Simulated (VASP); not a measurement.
Co:

```
CELL_PARAMETERS angstrom
2.49371 0.00000 0.00000
-1.24686 2.15962 0.00000
0.00000 0.00000 8.06018
ATOMIC_POSITIONS crystal
Co 0.33333 0.66667 0.12500
Co 0.66667 0.33333 0.37500
Co 0.33333 0.66667 0.62500
Co 0.66667 0.33333 0.87500
```

Base run:

| Property | Result |
| --- | --- |
| Program | VASP 6.6.1 |
| Functional | PBE |
| Potentials or basis | VASP PAW PBE potentials, release 64 (Co) |
| Cutoff | 520 eV |
| k mesh | 16 × 16 × 4 |
| Occupations | gaussian, width 0.05 eV |
| Spin | collinear spin, ferromagnetic start |
| Starting moments | [1.5, 1.5, 1.5, 1.5] μB |

Its results: pressure -1.1 GPa; net moment 6.30 μB per cell; site moments Co +1.60 μB.

Task: The run is repeated on the same cell with these changes: spin from collinear spin, ferromagnetic start to collinear spin, antiferromagnetic start; moments at the start from [1.5, 1.5, 1.5, 1.5] to [1.5, 1.5, -1.5, -1.5]. What comes out?

Result: Pressure -1.8 GPa; net moment 0.00 μB per cell; site moments Co +1.48, -1.48 (each value once) μB.

Caveats: the antiferromagnetic order is the one typed at the start, and another may lie lower (at least some runs).
